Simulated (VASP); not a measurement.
# ZrB2N5 (P2_1/m) in VASP: single point with r2SCAN

Aim: the single point of ZrB2N5 with r2SCAN.

Everything below comes from runs of VASP 6.6.1. Logs are shortened: lines on timing, memory, paths and dates and some standing lists are left out, and cuts for length are marked.

## Step 1: The cell of the first run

It takes space group P2_1/m (No. 11, monoclinic). The conventional cell has a = 4.069 Å, b = 6.576 Å, c = 6.050 Å, α = 90.00°, β = 106.32°, γ = 90.00°. Within 3.0 Å of Zr (site symmetry m) lie 10 N at 2.20 to 2.93 Å and 3 B at 2.88 to 2.95 Å. N (site symmetry m) has 2 B at 1.32 to 1.41 Å within 1.8 Å. N (site symmetry m) has 1 B at 1.30 Å within 1.7 Å. N (site symmetry 1) has 1 B at 1.39 Å within 1.9 Å. N (site symmetry m) has 2 B at 1.33 to 1.41 Å within 1.8 Å. B (site symmetry m) has 4 N at 1.39 to 1.41 Å within 1.9 Å. Within 1.7 Å of B (site symmetry m) lie 3 N at 1.30 to 1.33 Å.

## Step 2: Single point, r2SCAN

Contents of POSCAR:

```
ZrB2N5
1.0
    4.0692880000      0.0000000000      0.0000000000
    0.0000000000      6.5756290000      0.0000000000
   -1.6997450000      0.0000000000      5.8066400000
Zr N B
2 10 4
Direct
    0.1618100000      0.2500000000      0.4129300000
    0.8381900000      0.7500000000      0.5870700000
    0.0704000000      0.2500000000      0.9922000000
    0.9296000000      0.7500000000      0.0078000000
    0.5992000000      0.2500000000      0.2151000000
    0.4008000000      0.7500000000      0.7849000000
    0.8394000000      0.0811000000      0.6420000000
    0.1606000000      0.5811000000      0.3580000000
    0.1606000000      0.9189000000      0.3580000000
    0.8394000000      0.4189000000      0.6420000000
    0.4918000000      0.2500000000      0.8120000000
    0.5082000000      0.7500000000      0.1880000000
    0.8200000000      0.2500000000      0.7765000000
    0.1800000000      0.7500000000      0.2235000000
    0.3990000000      0.2500000000      0.0065000000
    0.6010000000      0.7500000000      0.9935000000
```

Contents of INCAR.step1:

```
ALGO     = Normal         # electronic algorithm
EDIFF    = 1E-4           # SCF threshold, eV
ENCUT    = 520            # plane-wave cutoff, eV
GGA      = PE             # functional
ISMEAR   = -1             # smearing method
LASPH    = T              # aspherical terms in the spheres
LCHARG   = F              # write CHGCAR
LREAL    = Auto         
LWAVE    = T              # write WAVECAR
NBANDS   = 57             # bands
NELM     = 100            # most SCF steps
PREC     = Accurate       # precision mode
SIGMA    = 0.1            # smearing width, eV
```

Contents of INCAR.step2:

```
ALGO     = Normal         # electronic algorithm
EDIFF    = 1E-6           # SCF threshold, eV
ENCUT    = 520            # plane-wave cutoff, eV
ISIF     = 2              # what is computed and relaxed
ISMEAR   = -1             # smearing method
ISTART   = 1            
LASPH    = T              # aspherical terms in the spheres
LCHARG   = F              # write CHGCAR
LMIXTAU  = T            
LREAL    = Auto         
LWAVE    = F              # write WAVECAR
METAGGA  = R2SCAN         # meta-GGA
NBANDS   = 57             # bands
NELM     = 100            # most SCF steps
PREC     = Accurate       # precision mode
SIGMA    = 0.1            # smearing width, eV
```

Contents of KPOINTS:

```
k-points
0
Gamma
  6 4 4
```

Potentials or basis: VASP PAW PBE potentials, release 64 (Zr_sv, N, B).

On the command line:

```console
$ cat potpaw_PBE.64/Zr_sv/POTCAR potpaw_PBE.64/N/POTCAR potpaw_PBE.64/B/POTCAR > POTCAR
$ cp INCAR.step1 INCAR
$ mpirun -np 1 vasp_std > vasp.out
$ cp INCAR.step2 INCAR
$ mpirun -np 1 vasp_std > vasp.out
```

OUTCAR:

```text
EDIFF = 1E-6
   ENCUT = 520
   ISIF = 2
   ISMEAR = -1
   ISTART = 1
   LASPH = T
   LREAL = Auto
   METAGGA = R2SCAN
   NELM = 100
   PREC = Accurate

 ion  position               nearest neighbor table
   1  0.162  0.250  0.413-   8 2.20   9 2.20   5 2.27   5 2.41  11 2.41   7 2.43  10 2.43   3 2.47
                            15 2.88  13 2.91  13 2.95   2 3.80   2 3.80
   2  0.838  0.750  0.587-   7 2.20  10 2.20   6 2.27   6 2.41  12 2.41   8 2.43   9 2.43   4 2.47
                            16 2.88  14 2.91  14 2.95   1 3.80   1 3.80
   3  0.070  0.250  0.992-  15 1.32  13 1.41   1 2.47
   4  0.930  0.750  0.008-  16 1.32  14 1.41   2 2.47
   5  0.599  0.250  0.215-  15 1.30   1 2.27   1 2.41
   6  0.401  0.750  0.785-  16 1.30   2 2.27   2 2.41
   7  0.839  0.081  0.642-  13 1.39   2 2.20   1 2.43
   8  0.161  0.581  0.358-  14 1.39   1 2.20   2 2.43
   9  0.161  0.919  0.358-  14 1.39   1 2.20   2 2.43
  10  0.839  0.419  0.642-  13 1.39   2 2.20   1 2.43
  11  0.492  0.250  0.812-  15 1.33  13 1.41   1 2.41
  12  0.508  0.750  0.188-  16 1.33  14 1.41   2 2.41
  13  0.820  0.250  0.776-   7 1.39  10 1.39  11 1.41   3 1.41   1 2.91   1 2.95
  14  0.180  0.750  0.224-   8 1.39   9 1.39  12 1.41   4 1.41   2 2.91   2 2.95
  15  0.399  0.250  0.007-   5 1.30   3 1.32  11 1.33   1 2.88
  16  0.601  0.750  0.993-   6 1.30   4 1.32  12 1.33   2 2.88

  LATTYP: Found a simple monoclinic cell.
 ALAT       =     4.0692880000
 B/A-ratio  =     1.6159163470
 C/A-ratio  =     1.4868217420
 COS(beta)  =    -0.2809353834

  Lattice vectors:

 A1 = (   4.0692880000,   0.0000000000,   0.0000000000)
 A2 = (   0.0000000000,   6.5756290000,   0.0000000000)
 A3 = (  -1.6997450000,   0.0000000000,   5.8066400000)

Analysis of symmetry for initial positions (statically):
=====================================================================
 Subroutine PRICEL returns:
 Original cell was already a primitive cell.

 Routine SETGRP: Setting up the symmetry group for a
 simple monoclinic supercell.

 Subroutine GETGRP returns: Found  4 space group operations
 (whereof  2 operations were pure point group operations)
 out of a pool of  4 trial point group operations.

The static configuration has the point symmetry S_2 .
 The point group associated with its full space group is C_2h.

Analysis of symmetry for dynamics (positions and initial velocities):
=====================================================================
 Subroutine PRICEL returns:
 Original cell was already a primitive cell.

 Routine SETGRP: Setting up the symmetry group for a
 simple monoclinic supercell.

 Subroutine GETGRP returns: Found  4 space group operations
 (whereof  2 operations were pure point group operations)
 out of a pool of  4 trial point group operations.

The dynamic configuration has the point symmetry S_2 .
 The point group associated with its full space group is C_2h.

 Subroutine INISYM returns: Found  4 space group operations
 (whereof  2 operations are pure point group operations),
 and found     1 'primitive' translations

----------------------------------------------------------------------------------------

                                     Primitive cell

  volume of cell :     155.3748

  direct lattice vectors                    reciprocal lattice vectors
     4.069288000  0.000000000  0.000000000     0.245743236  0.000000000  0.071935032
     0.000000000  6.575629000  0.000000000     0.000000000  0.152076706  0.000000000
    -1.699745000  0.000000000  5.806640000     0.000000000  0.000000000  0.172216635

  length of vectors
     4.069288000  6.575629000  6.050305873     0.256055437  0.152076706  0.172216635

  position of ions in fractional coordinates (direct lattice)
     0.161810000  0.250000000  0.412930000
     0.838190000  0.750000000  0.587070000
     0.070400000  0.250000000  0.992200000
     0.929600000  0.750000000  0.007800000
     0.599200000  0.250000000  0.215100000
     0.400800000  0.750000000  0.784900000
[... 8 lines left out ...]
     0.399000000  0.250000000  0.006500000
     0.601000000  0.750000000  0.993500000

  ion indices of the primitive-cell ions
   primitive index   ion index
                 1           1
                 2           2
                 3           3
                 4           4
                 5           5
                 6           6
[... 8 lines left out ...]
                15          15
                16          16

----------------------------------------------------------------------------------------

 KPOINTS: k-points

Automatic generation of k-mesh.
 Grid dimensions read from file:
 generate k-points for:    6    4    4

 Generating k-lattice:

  Cartesian coordinates                     Fractional coordinates (reciprocal lattice)
     0.040957206  0.000000000  0.011989172     0.166666667  0.000000000  0.000000000
     0.000000000  0.038019177  0.000000000     0.000000000  0.250000000  0.000000000
     0.000000000  0.000000000  0.043054159     0.000000000  0.000000000  0.250000000

  Length of vectors
     0.042675906  0.038019177  0.043054159

  Shift w.r.t. Gamma in fractional coordinates (k-lattice)
     0.000000000  0.000000000  0.000000000

 Subroutine IBZKPT returns following result:
 ===========================================

 Found     42 irreducible k-points:

 Following reciprocal coordinates:
            Coordinates               Weight
  0.000000  0.000000  0.000000      1.000000
  0.166667  0.000000  0.000000      2.000000
  0.333333  0.000000  0.000000      2.000000
  0.500000  0.000000  0.000000      1.000000
  0.000000  0.250000  0.000000      2.000000
  0.166667  0.250000  0.000000      4.000000
[... 16 lines left out ...]
 -0.333333  0.250000  0.250000      4.000000
 -0.166667  0.250000  0.250000      4.000000
 [... further k-points ...]
   k-points           NKPTS =     42   k-points in BZ     NKDIM =     42   number of bands    NBANDS=     57
   number of dos      NEDOS =    301   number of ions     NIONS =     16
   total plane-waves  NPLWV =  72000
   dimension x,y,z NGX =    30 NGY =   50 NGZ =   48
   dimension x,y,z NGXF=    60 NGYF=  100 NGZF=   96
   ions per type =               2  10   4
   NGX,Y,Z   is equivalent  to a cutoff of  12.26, 12.64, 13.19 a.u.
   NGXF,Y,Z  is equivalent  to a cutoff of  24.51, 25.28, 26.38 a.u.
 SYSTEM =  unknown system
   PREC   = accura    normal or accurate (medium, high low for compatibility)
   ISTART =      1    job   : 0-new  1-cont  2-samecut
   ICHARG =      0    charge: 1-file 2-atom 10-const
   ISPIN  =      1    spin polarized calculation?
   LNONCOLLINEAR =      F non collinear calculations
   LSORBIT =      F    spin-orbit coupling
   LASPH  =      T    aspherical Exc in radial PAW
   ENCUT  =  520.0 eV  38.22 Ry    6.18 a.u.   7.57 12.23 11.25*2*pi/ulx,y,z
   NELM   =    100;   NELMIN=  2; NELMDL=  0     # of ELM steps
   EDIFF  = 0.1E-05   stopping-criterion for ELM
   LREAL  =      T    real-space projection
   EDIFFG = 0.1E-04   stopping-criterion for IOM
   NSW    =      0    number of steps for IOM
   IBRION =     -1    ionic relax: 0-MD 1-quasi-New 2-CG
   NFREE  =      0    steps in history (QN), initial steepest desc. (CG)
   ISIF   =      2    stress and relaxation
   ISYM   =      2    0-nonsym 1-usesym 2-fastsym
   POTIM  = 0.5000    time-step for ionic-motion
   TEBEG  =    0.0;   TEEND  =   0.0 temperature during run
   PSTRESS=    0.0 pullay stress
   NELECT =      86.0000    total number of electrons
   NUPDOWN=      -1.0000    fix difference up-down
   EMIN   =  10.00;   EMAX   =-10.00  energy-range for DOS
   EFERMI =   0.00;   METHOD = LEGACY
   ISMEAR =    -1;   SIGMA  =   0.10  broadening in eV -4-tet -1-fermi 0-gaus
   EFERMI_NEDOS =   21; number of points for ismear=-14 and -15
   IALGO  =     38    algorithm
   IMIX   =      4    mixing-type and parameters
     AMIX     =   0.40;   BMIX     =  1.00
     AMIX_MAG =   1.60;   BMIX_MAG =  1.00
  volume/ion in A,a.u.               =       9.71        65.53
  Fermi-wavevector in a.u.,A,eV,Ry     =   1.344149  2.540073 24.582146  1.806737
  Thomas-Fermi vector in A             =   2.472166
   LORBIT       =      0    0 simple, 1 ext, 2 COOP (PROOUT), +10 PAW based schemes
   METAGGA = R2SCAN    functional components
   LHFCALC =     F    Hartree Fock is set to
   AEXX    =    0.0000 exact exchange contribution
   IVDW    =     0    specifies the selected vdW correction
   LEPSILON=     F    determine dielectric tensor
   LRPA    =     F    only Hartree local field effects (RPA)
 non-spin polarized calculation
  energy-cutoff  :      520.00
  volume of cell :      155.37
 maximum number of plane-waves:      4227
   NGX = 15   NGY = 25   NGZ = 23

 number of electron      85.9999995 magnetization

 Free energy of the ion-electron system (eV)
  ---------------------------------------------------
  ext. energy  EPLUGINS =         0.00000000
  ---------------------------------------------------
  free energy    TOTEN  =      -162.10555225 eV

  energy without entropy =     -161.78001381  energy(sigma->0) =     -161.94278303

 E-fermi :   4.4730     XC(G=0): -11.7546

 val. band max:        4.4651766883   @ k =   0.1667   0.2500   0.0000
 cond. band min:       4.4860252615   @ k =   0.3333   0.0000   0.0000
 fundamental gap:      0.0208485732
 Fermi energy:         4.4729741099

 k-point     1 :       0.0000    0.0000    0.0000
  band No.  band energies     occupation
      1     -45.3794      2.00000
      2     -45.3707      2.00000
      3     -22.8232      2.00000
      4     -22.7137      2.00000
      5     -22.7066      2.00000
      6     -22.6778      2.00000
[... 47 lines left out ...]
     54      10.9440      0.00000
     55      11.3361      0.00000

 k-point     2 :       0.1667    0.0000    0.0000
  band No.  band energies     occupation
      1     -45.3784      2.00000
      2     -45.3703      2.00000
      3     -22.8150      2.00000
      4     -22.7196      2.00000
      5     -22.7075      2.00000
      6     -22.6890      2.00000
[... 1268 lines left out ...]
 k-point    24 :      -0.1667    0.2500    0.2500
  band No.  band energies     occupation
      1     -45.3772      2.00000
      2     -45.3715      2.00000
      3     -22.8064      2.00000
      4     -22.7383      2.00000
      5     -22.7024      2.00000
      6     -22.6913      2.00000
[... 47 lines left out ...]
     54      10.3782      0.00000
     55      10.8122      0.00000

 [... further k-points ...]

 [bands above 55 left out]

------------------------ aborting loop because EDIFF is reached ----------------------------------------

  FORCE on cell =-STRESS in cart. coord.  units (eV):
  Direction    XX          YY          ZZ          XY          YZ          ZX
  --------------------------------------------------------------------------------------
  -------------------------------------------------------------------------------------
  Total       36.9471028     12.5536095     29.0157303      0.0000000      0.0000000      0.6605287
  in kB      380.9871603    129.4489600    299.2012870      0.0000000      0.0000000      6.8111689
  external PRESSURE =     269.8791358 kB  Pullay stress =       0.0000000 kB

 VOLUME and BASIS-vectors are now :
 -----------------------------------------------------------------------------
  energy-cutoff  :      520.00
  volume of cell :      155.37
      direct lattice vectors                 reciprocal lattice vectors
     4.069288000  0.000000000  0.000000000     0.245743236  0.000000000  0.071935032
     0.000000000  6.575629000  0.000000000     0.000000000  0.152076706  0.000000000
    -1.699745000  0.000000000  5.806640000     0.000000000  0.000000000  0.172216635

 POSITION                                       TOTAL-FORCE (eV/Angst)
 -----------------------------------------------------------------------------------
     -0.04342      1.64391      2.39774        -0.765138      0.000000     -0.338976
      2.41297      4.93172      3.40890         0.765138      0.000000      0.338976
     -1.40001      1.64391      5.76135        -4.144250      0.000000      2.079438
      3.76955      4.93172      0.04529         4.144250      0.000000     -2.079438
      2.07270      1.64391      1.24901         3.326681      0.000000      7.344649
      0.29684      4.93172      4.55763        -3.326681      0.000000     -7.344649
[... 8 lines left out ...]
      1.61260      1.64391      0.03774         1.068516      0.000000     -1.170780
      0.75695      4.93172      5.76890        -1.068516      0.000000      1.170780
 -----------------------------------------------------------------------------------
    total drift:                               -0.000000      0.000000      0.000000

  FREE ENERGIE OF THE ION-ELECTRON SYSTEM (eV)
  ---------------------------------------------------
  free  energy   TOTEN  =      -162.1055522526 eV

  energy  without entropy=     -161.7800138076  energy(sigma->0) =     -161.94278303
```

It took 17 min on 1 thread of Intel Xeon 6975P-C (Granite Rapids), shared host; peak memory 0.41 GiB.

Results:

```
Free energy            : -162.1056 eV
Pressure               : 27.0 GPa
Largest force          : 8.063 eV/Å
Band gap on the k mesh : zero (bands 43 and 44 overlap by 0.78 eV)
```

Forces in eV/Å, atoms in the order of the input:
```
Zr  -0.765  0.000 -0.339
Zr   0.765  0.000  0.339
N   -4.144  0.000  2.079
N    4.144  0.000 -2.079
N    3.327  0.000  7.345
N   -3.327  0.000 -7.345
N    0.950 -4.547 -1.427
N   -0.950 -4.547  1.427
N   -0.950  4.547  1.427
N    0.950  4.547 -1.427
N   -1.143  0.000 -5.518
N    1.143  0.000  5.518
B   -0.930  0.000  1.224
B    0.930  0.000 -1.224
B    1.069  0.000 -1.171
B   -1.069  0.000  1.171
```

Stress tensor (GPa, compression positive):
```
38.10  0.00  0.68
 0.00 12.94  0.00
 0.68  0.00 29.92
```

Caveat: the stress differs along the axes, from 13 to 38 GPa; the PAW data sets were made with another functional, which shifts forces and pressure a little.

The gap in the log of VASP goes by the Fermi energy; the results here count the filled bands.